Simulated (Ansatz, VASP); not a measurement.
# NaCl: VASP beside Ansatz

The input POSCAR:

```
NaCl
1.0
    0.0000000000      2.8317495955      2.8317495955
    2.8317495955      0.0000000000      2.8317495955
    2.8317495955      2.8317495955      0.0000000000
Na Cl
1 1
Direct
    0.0000000000      0.0000000000      0.0000000000
    0.5000000000      0.5000000000      0.5000000000
```

Contents of INCAR.step1:

```
ALGO     = Normal         # electronic algorithm
EDIFF    = 1E-4           # SCF threshold, eV
ENCUT    = 520            # plane-wave cutoff, eV
GGA      = PE             # functional
ISMEAR   = 0              # smearing method
LASPH    = T              # aspherical terms in the spheres
LCHARG   = F              # write CHGCAR
LREAL    = F              # projectors in reciprocal space
LWAVE    = T              # write WAVECAR
NBANDS   = 14             # bands
NELM     = 80             # most SCF steps
PREC     = Accurate       # precision mode
SIGMA    = 0.05           # smearing width, eV
```

Contents of INCAR.step2:

```
ALGO     = Normal         # electronic algorithm
EDIFF    = 1E-6           # SCF threshold, eV
ENCUT    = 520            # plane-wave cutoff, eV
ISIF     = 2              # what is computed and relaxed
ISMEAR   = 0              # smearing method
ISTART   = 1            
LASPH    = T              # aspherical terms in the spheres
LCHARG   = F              # write CHGCAR
LMIXTAU  = T            
LREAL    = F              # projectors in reciprocal space
LWAVE    = F              # write WAVECAR
METAGGA  = R2SCAN         # meta-GGA
NBANDS   = 14             # bands
NELM     = 80             # most SCF steps
PREC     = Accurate       # precision mode
SIGMA    = 0.05           # smearing width, eV
```

KPOINTS

```
k-points
0
Gamma
  10 10 10
```

Input for Ansatz:

```yaml
crystal:
  lattice:
    - [0.0, 2.8317495955, 2.8317495955]
    - [2.8317495955, 0.0, 2.8317495955]
    - [2.8317495955, 2.8317495955, 0.0]
  atoms:
    - { symbol: Na, position: [0.0, 0.0, 0.0] }
    - { symbol: Cl, position: [0.5, 0.5, 0.5] }
basis:
  ecutwfc: 500
  ecutrho_ratio: 4
kpoints:
  mp_grid: { grid: [10, 10, 10] }
hamiltonian:
  xc: r2scan
scf:
  occupations: { method: gaussian, width: 0.05 }
output:
  forces: true
  stress: true
  eigenvalues: true
```

Alike in both runs: task single point; functional r2SCAN; k mesh 10 × 10 × 10; occupations gaussian, width 0.05 eV; no spin polarisation.

```csv
,VASP,Ansatz
version,VASP 6.6.1,Ansatz 0.2.0
potentials or method,"VASP PAW PBE potentials, release 64 (Na_pv, Cl), cutoff 520 eV","scalar-relativistic, plane waves, PAW"
valence electrons in the cell,14,16
```

Ansatz gave:

| Quantity | Value |
| --- | --- |
| gap on the k mesh at the Fermi level (eV) | 5.85 |
| least direct gap on the mesh (eV) | 5.85 |
| pressure (GPa) | -0.8 |

Estimate VASP's values.

gap on the k mesh at the Fermi level (eV): 5.87; least direct gap on the mesh (eV): 5.87; pressure (GPa): -1.0.

VASP's potentials were made for PBE, not for r2SCAN. VASP's potentials hold 14 valence electrons a cell and Ansatz's 16, so a difference there can come from the potentials and not from the codes.
